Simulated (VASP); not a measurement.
# Au (Cmcm) in VASP: notebook

Au is run at these levels: PBEsol; tasks: single point.

Program: VASP 6.6.1. These are calculated values, not measurements. Logs are shortened: lines on timing, memory, paths and dates and some standing lists are left out, and cuts for length are marked.

## 1. The cell of the first run

The structure is orthorhombic, space group Cmcm (No. 63). Conventional cell: a = 2.820 Å, b = 5.034 Å, c = 4.801 Å, α = 90.00°, β = 90.00°, γ = 90.00°. Au (site symmetry m2m) has 12 Au at 2.82 to 2.92 Å within 3.7 Å.

## 2. Single point, PBEsol

The input, INCAR:

```
PREC = Accurate ; ENCUT = 520
EDIFF = 1E-7 ; ISMEAR = 0
SIGMA = 0.1 ; LREAL = F
LASPH = T ; NELM = 60
ALGO = Fast ; ISIF = 2
LWAVE = F ; LCHARG = F
GGA = PS ; NBANDS = 30
```

The input, KPOINTS:

```
Automatic mesh
0
Gamma
  18 10 12
```

The input, POSCAR:

```
Au
1.0
    2.8200300640      0.0000000000      0.0000000000
    0.0000000000      5.0340061979      0.0000000000
    0.0000000000      0.0000000000      4.8006775515
Au
4
Direct
    0.0000000000      0.3361360574      0.7500000000
    0.5000000000      0.1638639426      0.2500000000
    0.5000000000      0.8361360574      0.7500000000
    0.0000000000      0.6638639426      0.2500000000
```

Potentials or basis: VASP PAW PBE potentials, release 64 (Au).

Run with:

```sh
$ cat potpaw_PBE.64/Au/POTCAR > POTCAR
$ mpirun -np 1 vasp_std > vasp.out
```

OUTCAR:

```text
PREC = Accurate
   ENCUT = 520
   EDIFF = 1E-7
   ISMEAR = 0
   LREAL = F
   LASPH = T
   NELM = 60
   ISIF = 2
   GGA = PS

 ion  position               nearest neighbor table
   1  0.000  0.336  0.750-   3 2.89   3 2.89   3 2.89   3 2.89   4 2.91   4 2.91   2 2.92   2 2.92
                             2 2.92   2 2.92
   2  0.500  0.164  0.250-   4 2.89   4 2.89   4 2.89   4 2.89   3 2.91   3 2.91   1 2.92   1 2.92
                             1 2.92   1 2.92
   3  0.500  0.836  0.750-   1 2.89   1 2.89   1 2.89   1 2.89   2 2.91   2 2.91   4 2.92   4 2.92
                             4 2.92   4 2.92
   4  0.000  0.664  0.250-   2 2.89   2 2.89   2 2.89   2 2.89   1 2.91   1 2.91   3 2.92   3 2.92
                             3 2.92   3 2.92

  LATTYP: Found a simple orthorhombic cell.
 ALAT       =     2.8200300640
 B/A-ratio  =     1.7023497773
 C/A-ratio  =     1.7850895500

  Lattice vectors:

 A1 = (  -2.8200300640,   0.0000000000,   0.0000000000)
 A2 = (   0.0000000000,   0.0000000000,   4.8006775515)
 A3 = (   0.0000000000,   5.0340061979,   0.0000000000)

Analysis of symmetry for initial positions (statically):
=====================================================================
 Subroutine PRICEL returns following result:

  LATTYP: Found a base centered orthorhombic cell.
 ALAT       =     2.8200300640
 B/A-ratio  =     1.7850895500
 C/A-ratio  =     1.7023497773

  Lattice vectors:

 A1 = (  -1.4100150320,   2.5170030990,   0.0000000000)
 A2 = (  -1.4100150320,  -2.5170030990,   0.0000000000)
 A3 = (   0.0000000000,   0.0000000000,   4.8006775515)

   2 primitive cells build up your supercell.

 Routine SETGRP: Setting up the symmetry group for a
 simple orthorhombic supercell.

 Subroutine GETGRP returns: Found  8 space group operations
 (whereof  4 operations were pure point group operations)
 out of a pool of  8 trial point group operations.

The static configuration has the point symmetry C_2h.
 The point group associated with its full space group is D_2h.

Analysis of symmetry for dynamics (positions and initial velocities):
=====================================================================
 Subroutine PRICEL returns following result:

  LATTYP: Found a base centered orthorhombic cell.
 ALAT       =     2.8200300640
 B/A-ratio  =     1.7850895500
 C/A-ratio  =     1.7023497773

  Lattice vectors:

 A1 = (  -1.4100150320,   2.5170030990,   0.0000000000)
 A2 = (  -1.4100150320,  -2.5170030990,   0.0000000000)
 A3 = (   0.0000000000,   0.0000000000,   4.8006775515)

   2 primitive cells build up your supercell.

 Routine SETGRP: Setting up the symmetry group for a
 simple orthorhombic supercell.

 Subroutine GETGRP returns: Found  8 space group operations
 (whereof  4 operations were pure point group operations)
 out of a pool of  8 trial point group operations.

The dynamic configuration has the point symmetry C_2h.
 The point group associated with its full space group is D_2h.

 Subroutine INISYM returns: Found  8 space group operations
 (whereof  4 operations are pure point group operations),
 and found     2 'primitive' translations

----------------------------------------------------------------------------------------

                                     Primitive cell

  volume of cell :      34.0753

  direct lattice vectors                    reciprocal lattice vectors
    -1.410015032  2.517003099  0.000000000    -0.354606149  0.198648941  0.000000000
    -1.410015032 -2.517003099  0.000000000    -0.354606149 -0.198648941  0.000000000
     0.000000000  0.000000000  4.800677551     0.000000000  0.000000000  0.208303930

  length of vectors
     2.885038473  2.885038473  4.800677551     0.406456544  0.406456544  0.208303930

  position of ions in fractional coordinates (direct lattice)
     0.336136057  0.663863943  0.750000000
     0.663863943  0.336136057  0.250000000

  ion indices of the primitive-cell ions
   primitive index   ion index
                 1           1
                 2           4

----------------------------------------------------------------------------------------

 KPOINTS: Automatic mesh

Automatic generation of k-mesh.
 Grid dimensions read from file:
 generate k-points for:   18   10   12

 Generating k-lattice:

  Cartesian coordinates                     Fractional coordinates (reciprocal lattice)
     0.019700342  0.000000000  0.000000000     0.055555556  0.000000000  0.000000000
     0.000000000  0.019864894  0.000000000     0.000000000  0.100000000  0.000000000
     0.000000000  0.000000000  0.017358661     0.000000000  0.000000000  0.083333333

  Length of vectors
     0.019700342  0.019864894  0.017358661

  Shift w.r.t. Gamma in fractional coordinates (k-lattice)
     0.000000000  0.000000000  0.000000000

 Subroutine IBZKPT returns following result:
 ===========================================

 Found    420 irreducible k-points:

 Following reciprocal coordinates:
            Coordinates               Weight
  0.000000  0.000000  0.000000      1.000000
  0.055556  0.000000  0.000000      2.000000
  0.111111  0.000000  0.000000      2.000000
  0.166667  0.000000  0.000000      2.000000
  0.222222  0.000000  0.000000      2.000000
  0.277778  0.000000  0.000000      2.000000
[... 16 lines left out ...]
  0.111111  0.200000  0.000000      4.000000
  0.166667  0.200000  0.000000      4.000000
 [... further k-points ...]
   k-points           NKPTS =    420   k-points in BZ     NKDIM =    420   number of bands    NBANDS=     30
   number of dos      NEDOS =    301   number of ions     NIONS =      4
   total plane-waves  NPLWV =  34560
   dimension x,y,z NGX =    24 NGY =   40 NGZ =   36
   dimension x,y,z NGXF=    48 NGYF=   80 NGZF=   72
   ions per type =               4
   NGX,Y,Z   is equivalent  to a cutoff of  14.15, 13.21, 12.47 a.u.
   NGXF,Y,Z  is equivalent  to a cutoff of  28.30, 26.42, 24.93 a.u.
 SYSTEM =  unknown system
   PREC   = accura    normal or accurate (medium, high low for compatibility)
   ISTART =      0    job   : 0-new  1-cont  2-samecut
   ICHARG =      2    charge: 1-file 2-atom 10-const
   ISPIN  =      1    spin polarized calculation?
   LNONCOLLINEAR =      F non collinear calculations
   LSORBIT =      F    spin-orbit coupling
   LASPH  =      T    aspherical Exc in radial PAW
   ENCUT  =  520.0 eV  38.22 Ry    6.18 a.u.   5.24  9.36  8.93*2*pi/ulx,y,z
   NELM   =     60;   NELMIN=  2; NELMDL= -5     # of ELM steps
   EDIFF  = 0.1E-06   stopping-criterion for ELM
   LREAL  =      F    real-space projection
   EDIFFG = 0.1E-05   stopping-criterion for IOM
   NSW    =      0    number of steps for IOM
   IBRION =     -1    ionic relax: 0-MD 1-quasi-New 2-CG
   NFREE  =      0    steps in history (QN), initial steepest desc. (CG)
   ISIF   =      2    stress and relaxation
   ISYM   =      2    0-nonsym 1-usesym 2-fastsym
   POTIM  = 0.5000    time-step for ionic-motion
   TEBEG  =    0.0;   TEEND  =   0.0 temperature during run
   PSTRESS=    0.0 pullay stress
   NELECT =      44.0000    total number of electrons
   NUPDOWN=      -1.0000    fix difference up-down
   EMIN   =  10.00;   EMAX   =-10.00  energy-range for DOS
   EFERMI =   0.00;   METHOD = LEGACY
   ISMEAR =     0;   SIGMA  =   0.10  broadening in eV -4-tet -1-fermi 0-gaus
   EFERMI_NEDOS =   21; number of points for ismear=-14 and -15
   IALGO  =     68    algorithm
   IMIX   =      4    mixing-type and parameters
     AMIX     =   0.40;   BMIX     =  1.00
     AMIX_MAG =   1.60;   BMIX_MAG =  1.00
  volume/ion in A,a.u.               =      17.04       114.98
  Fermi-wavevector in a.u.,A,eV,Ry     =   1.414932  2.673835 27.239325  2.002034
  Thomas-Fermi vector in A             =   2.536423
   LORBIT       =      0    0 simple, 1 ext, 2 COOP (PROOUT), +10 PAW based schemes
   GGA     = PS    functional components
   LHFCALC =     F    Hartree Fock is set to
   AEXX    =    0.0000 exact exchange contribution
   IVDW    =     0    specifies the selected vdW correction
   LEPSILON=     F    determine dielectric tensor
   LRPA    =     F    only Hartree local field effects (RPA)
 non-spin polarized calculation
 RMM-DIIS sequential band-by-band and
 Gauss-broadening in eV      SIGMA  =   0.10
  energy-cutoff  :      520.00
  volume of cell :       68.15
 maximum number of plane-waves:      1860
 NGX is ok and might be reduce to    24
   NGX = 11   NGY = 19   NGZ = 17

 number of electron      44.0000010 magnetization

 Free energy of the ion-electron system (eV)
  ---------------------------------------------------
  ext. energy  EPLUGINS =         0.00000000
  ---------------------------------------------------
  free energy    TOTEN  =       -15.66679862 eV

  energy without entropy =      -15.66089436  energy(sigma->0) =      -15.66384649

 E-fermi :   9.2726     XC(G=0): -12.8856

 val. band max:        9.2715662727   @ k =   0.5000   0.4000   0.3333
 cond. band min:       9.2824095941   @ k =   0.1667   0.4000   0.2500
 fundamental gap:      0.0108433214
 Fermi energy:         9.2726172664

 k-point     1 :       0.0000    0.0000    0.0000
  band No.  band energies     occupation
      1      -0.6432      2.00000
      2       1.8552      2.00000
      3       2.3348      2.00000
      4       2.3935      2.00000
      5       2.9931      2.00000
      6       4.4088      2.00000
[... 22 lines left out ...]
     29      20.1123      0.00000
     30      20.6197      0.00000

 k-point     2 :       0.0556    0.0000    0.0000
  band No.  band energies     occupation
      1      -0.5665      2.00000
      2       1.9208      2.00000
      3       2.4059      2.00000
      4       2.4655      2.00000
      5       3.0036      2.00000
      6       4.4118      2.00000
[... 22 lines left out ...]
     29      19.8329      0.00000
     30      20.6578      0.00000

 k-point     3 :       0.1111    0.0000    0.0000
  band No.  band energies     occupation
      1      -0.3400      2.00000
      2       2.1087      2.00000
      3       2.6105      2.00000
      4       2.6695      2.00000
      5       3.0316      2.00000
      6       4.3805      2.00000
[... 682 lines left out ...]
     29      20.3504      0.00000
     30      21.8056      0.00000

 k-point    24 :       0.1667    0.2000    0.0000
  band No.  band energies     occupation
      1       0.3035      2.00000
      2       2.5676      2.00000
      3       2.8390      2.00000
      4       3.0272      2.00000
      5       3.2078      2.00000
      6       4.1404      2.00000
[... 22 lines left out ...]
     29      20.4111      0.00000
     30      21.9839      0.00000

 [... further k-points ...]

------------------------ aborting loop because EDIFF is reached ----------------------------------------

  FORCE on cell =-STRESS in cart. coord.  units (eV):
  Direction    XX          YY          ZZ          XY          YZ          ZX
  --------------------------------------------------------------------------------------
  -------------------------------------------------------------------------------------
  Total        0.0514700     -0.3995178     -0.0492820      0.0000000     -0.0000000      0.0000000
  in kB        1.2100261     -9.3924028     -1.1585885      0.0000000     -0.0000000      0.0000000
  external PRESSURE =      -3.1136551 kB  Pullay stress =       0.0000000 kB

 VOLUME and BASIS-vectors are now :
 -----------------------------------------------------------------------------
  energy-cutoff  :      520.00
  volume of cell :       68.15
      direct lattice vectors                 reciprocal lattice vectors
     2.820030064  0.000000000  0.000000000     0.354606149  0.000000000  0.000000000
     0.000000000  5.034006198  0.000000000     0.000000000  0.198648941  0.000000000
     0.000000000  0.000000000  4.800677551     0.000000000  0.000000000  0.208303930

 POSITION                                       TOTAL-FORCE (eV/Angst)
 -----------------------------------------------------------------------------------
      0.00000      1.69211      3.60051         0.000000      0.006145      0.000000
      1.41002      0.82489      1.20017        -0.000000     -0.006145     -0.000000
      1.41002      4.20911      3.60051         0.000000      0.006145      0.000000
      0.00000      3.34190      1.20017        -0.000000     -0.006145     -0.000000
 -----------------------------------------------------------------------------------
    total drift:                                0.000000      0.000000     -0.000000

  FREE ENERGIE OF THE ION-ELECTRON SYSTEM (eV)
  ---------------------------------------------------
  free  energy   TOTEN  =       -15.6667986196 eV

  energy  without entropy=      -15.6608943551  energy(sigma->0) =      -15.66384649
```

Wall time 9.1 min (1 thread of AMD EPYC 9R45 (Zen 5), shared host); peak memory 0.63 GiB.

What came out:

* Free energy: -15.6668 eV
* Pressure: -0.3 GPa
* Largest force: 0.006 eV/Å
* Band gap on the k mesh: zero (bands 22 and 23 overlap by 4.23 eV)

Forces on the atoms (eV/Å):
```
Au   0.000  0.006  0.000
Au   0.000 -0.006  0.000
Au   0.000  0.006  0.000
Au   0.000 -0.006  0.000
```

Stress tensor (GPa, compression positive):
```
 0.12  0.00  0.00
 0.00 -0.94  0.00
 0.00  0.00 -0.12
```

Caveat: the PAW data sets were made with another functional, which shifts forces and pressure a little; spin-orbit coupling is left out, which moves the levels of the heavy elements.

## 3. Single point, PBEsol (biaxial strain in the a-b plane: +1.0 %)

The input, INCAR:

```
SYSTEM = Au
PREC = Accurate
ENCUT = 520
EDIFF = 1E-6
ISMEAR = 0
SIGMA = 0.1
LREAL = .False.
LASPH = .True.
NELM = 80
ALGO = Fast
ISIF = 2
LWAVE = .False.
LCHARG = .False.
GGA = PS
NBANDS = 30
```

The input, KPOINTS:

```
regular mesh
0
Gamma
  18 10 12
  0 0 0
```

The input, POSCAR:

```
Au
1.0
    2.8482303646      0.0000000000      0.0000000000
    0.0000000000      5.0843462599      0.0000000000
    0.0000000000      0.0000000000      4.7718734862
Au
4
Direct
    0.0000000000      0.3361360574      0.7500000000
    0.5000000000      0.1638639426      0.2500000000
    0.5000000000      0.8361360574      0.7500000000
    0.0000000000      0.6638639426      0.2500000000
```

Potentials or basis: VASP PAW PBE potentials, release 64 (Au).

Run with:

```sh
$ cat potpaw_PBE.64/Au/POTCAR > POTCAR
$ mpirun -np 1 vasp_std > vasp.out
```

It took 11 min on 1 thread of Intel Xeon Platinum 8259CL at 2.50GHz (Skylake/Cascade Lake), shared host; peak memory 0.67 GiB.

It converged, with:

* Free energy: -15.6541 eV
* Pressure: -2.7 GPa
* Largest force: 0.008 eV/Å
* Band gap on the k mesh: zero (bands 22 and 23 overlap by 4.04 eV)

Forces on the atoms (eV/Å):
```
Au   0.000  0.008  0.000
Au   0.000 -0.008  0.000
Au   0.000  0.008  0.000
Au   0.000 -0.008  0.000
```

Stress tensor (GPa, compression positive):
```
-2.72  0.00  0.00
 0.00 -3.68  0.00
 0.00  0.00 -1.57
```

Levels at points of the mesh, in eV from the Fermi level:
```tsv
k point	band 18	band 19	band 20	band 21	band 22	band 23	band 24	band 25	band 26	band 27
(0.00, 0.00, 0.00)	-2.13	-1.95	-1.84	-1.73	-1.01	0.23	1.23	2.83	5.68	7.09
(0.50, 0.00, 0.00)	-2.12	-1.88	-1.88	-0.02	-0.02	4.23	4.23	5.89	5.89	5.93
(0.00, 0.50, 0.00)	-3.22	-3.00	-3.00	-1.93	-1.93	2.95	2.95	3.20	3.20	9.06
(0.50, 0.50, 0.00)	-1.88	-1.69	-1.69	0.36	0.36	1.59	1.59	5.87	5.87	7.34
(0.00, 0.00, 0.50)	-2.54	-2.33	-2.33	-1.82	-1.82	0.23	0.23	3.64	3.64	10.91
(0.50, 0.00, 0.50)	-1.84	-1.84	-1.84	1.07	1.07	1.07	1.07	6.57	6.57	6.57
(0.00, 0.50, 0.50)	-2.53	-2.53	-2.53	-1.95	-1.95	-1.95	-1.95	10.20	10.20	10.20
(0.50, 0.50, 0.50)	-1.75	-1.75	-1.75	0.54	0.54	0.54	0.54	3.97	3.97	3.97
```

Caveat: the cell differs from its parent crystal (biaxial strain in the a-b plane: +1.0 %); the PAW data sets were made with another functional, which shifts forces and pressure a little; spin-orbit coupling is left out, which moves the levels of the heavy elements.

## 4. Single point, PBEsol (equal strain along all axes, cell held: +3.0 %, then relaxed in part)

The input, INCAR:

```
PREC = Accurate
ENCUT = 520
EDIFF = 1E-7
ISMEAR = 0
SIGMA = 0.1
LREAL = F
LASPH = T
NELM = 60
ALGO = Fast
ISIF = 2
LWAVE = F
LCHARG = F
GGA = PS
NBANDS = 30
```

The input, KPOINTS:

```
regular mesh
0
Gamma
  18 10 12
```

The input, POSCAR:

```
Au
1.0
    2.9046309659      0.0000000000      0.0000000000
    0.0000000000      5.1850263839      0.0000000000
    0.0000000000      0.0000000000      4.9446978780
Au
4
Direct
    0.0000000000      0.3361360574      0.7500000000
    0.5000000000      0.1638639426      0.2500000000
    0.5000000000      0.8361360574      0.7500000000
    0.0000000000      0.6638639426      0.2500000000
```

Run with:

```sh
$ cat potpaw_PBE.64/Au/POTCAR > POTCAR
$ mpirun -np 1 vasp_std > vasp.out
```

Wall time 5.2 min (1 thread of Intel Xeon 6975P-C (Granite Rapids), shared host); peak memory 0.71 GiB.

Results (log left out):

```
Free energy            : -15.4039 eV
Pressure               : -12.0 GPa
Band gap on the k mesh : zero (bands 22 and 23 overlap by 3.92 eV)
```

Stress tensor (GPa, compression positive):
```
-12.11   0.00   0.00
  0.00 -12.46   0.00
  0.00   0.00 -11.49
```

Levels at points of the mesh, in eV from the Fermi level:
```tsv
k point	band 18	band 19	band 20	band 21	band 22	band 23	band 24	band 25	band 26	band 27
(0.00, 0.00, 0.00)	-2.05	-1.85	-1.83	-1.67	-0.76	0.27	1.15	2.29	5.38	6.49
(0.50, 0.00, 0.00)	-2.11	-1.82	-1.82	-0.02	-0.02	4.00	4.00	5.63	5.63	5.79
(0.00, 0.50, 0.00)	-2.98	-2.81	-2.81	-1.90	-1.90	2.47	2.47	3.04	3.04	8.76
(0.50, 0.50, 0.00)	-1.78	-1.64	-1.64	0.41	0.41	1.49	1.49	5.57	5.57	6.84
(0.00, 0.00, 0.50)	-2.41	-2.19	-2.19	-1.74	-1.74	0.43	0.43	3.30	3.30	10.06
(0.50, 0.00, 0.50)	-1.81	-1.81	-1.81	1.01	1.01	1.01	1.01	6.26	6.26	6.26
(0.00, 0.50, 0.50)	-2.41	-2.41	-2.41	-1.89	-1.89	-1.89	-1.89	9.71	9.71	9.71
(0.50, 0.50, 0.50)	-1.69	-1.69	-1.69	0.72	0.72	0.72	0.72	3.62	3.62	3.62
```

Caveat: the cell differs from its parent crystal (equal strain along all axes, cell held: +3.0 %, then relaxed in part); the cell stands under tension; the PAW data sets were made with another functional, which shifts forces and pressure a little; spin-orbit coupling is left out, which moves the levels of the heavy elements.

## 5. Summary

| cell | further INCAR settings | gap on the mesh (eV) | pressure (GPa) | largest force (eV/Å) |
| --- | --- | --- | --- | --- |
| a = 2.820, b = 5.034, c = 4.801 Å, 4 atoms | ALGO = Fast; EDIFF = 1e-07; NBANDS = 30 | none | -0.3 | 0.01 |
| a = 2.848, b = 5.084, c = 4.772 Å, 4 atoms | ALGO = Fast; EDIFF = 1e-06; NBANDS = 30 | none | -2.7 | 0.01 |
| a = 2.905, b = 5.185, c = 4.945 Å, 4 atoms | ALGO = Fast; EDIFF = 1e-07; NBANDS = 30 | none | -12.0 | - |

Alike in all rows: task single point; level PBEsol; potentials or basis VASP PAW PBE potentials, release 64 (Au); no spin polarisation; k mesh 18 × 10 × 12; cutoff (eV) 520; smearing gaussian 0.1 eV.

Caveats: the PAW data sets were made with another functional, which shifts forces and pressure a little; spin-orbit coupling is left out, which moves the levels of the heavy elements; the cell stands under tension (at least some runs).

Total energies depend on the potentials used, so only differences within one code and one set of settings carry meaning.
